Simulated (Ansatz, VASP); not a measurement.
P in VASP and in Ansatz

INCAR

```
SYSTEM = P
PREC = Accurate
ENCUT = 600
EDIFF = 1E-7
ISMEAR = -1
SIGMA = 0.05
LREAL = .False.
LASPH = .True.
NELM = 100
ALGO = Normal
ISIF = 3
LWAVE = .False.
LCHARG = .False.
GGA = PE
IBRION = 2
NSW = 100
EDIFFG = -0.005
```

The input KPOINTS:

```
Automatic mesh
0
Gamma
  20 20 20
  0 0 0
```

The input POSCAR:

```
P
1.0
    0.0000000000      1.7717639764      1.7717639764
    1.7717639764      0.0000000000      1.7717639764
    1.7717639764      1.7717639764      0.0000000000
P
1
Direct
    0.0000000000      0.0000000000      0.0000000000
```

Input for Ansatz:

```yaml
crystal:
  lattice:
    - [0.0, 1.7717639764, 1.7717639764]
    - [1.7717639764, 0.0, 1.7717639764]
    - [1.7717639764, 1.7717639764, 0.0]
  atoms:
    - { symbol: P, position: [0.0, 0.0, 0.0] }
kpoints:
  mp_grid: { grid: [20, 20, 20] }
scf:
  occupations: { method: fermi_dirac, width: 0.05 }
hamiltonian:
  xc: pbe
  pseudopotentials: { kind: paw }
output:
  forces: true
  stress: true
relax:
  f_tol: 0.005
  max_steps: 80
  cell: {}
```

Alike in both runs: task relaxation of cell and atoms; functional PBE; k mesh 20 × 20 × 20; occupations fermi-dirac, width 0.05 eV; no spin polarisation.

|  | VASP | Ansatz |
| --- | --- | --- |
| version | VASP 6.6.1 | Ansatz 0.2.0 |
| potentials or method | VASP PAW PBE potentials, release 64 (P) | PAW with Ansatz's default frozen-core files, scalar-relativistic |
| plane-wave cutoff (eV) | 600 | 420 |
| valence electrons in the cell | 5 | 5 |

|  | VASP | Ansatz | Ansatz less VASP |
| --- | --- | --- | --- |
| relaxed volume (Å³/atom) | 14.53 | 14.55 | +0.023 |
| relaxed cell length with the largest relative difference (Å) | 2.739 | 2.741 | +0.0014 |

Noted on VASP's run: the volume moved by over 15 % at a fixed basis, so the end points are rough.
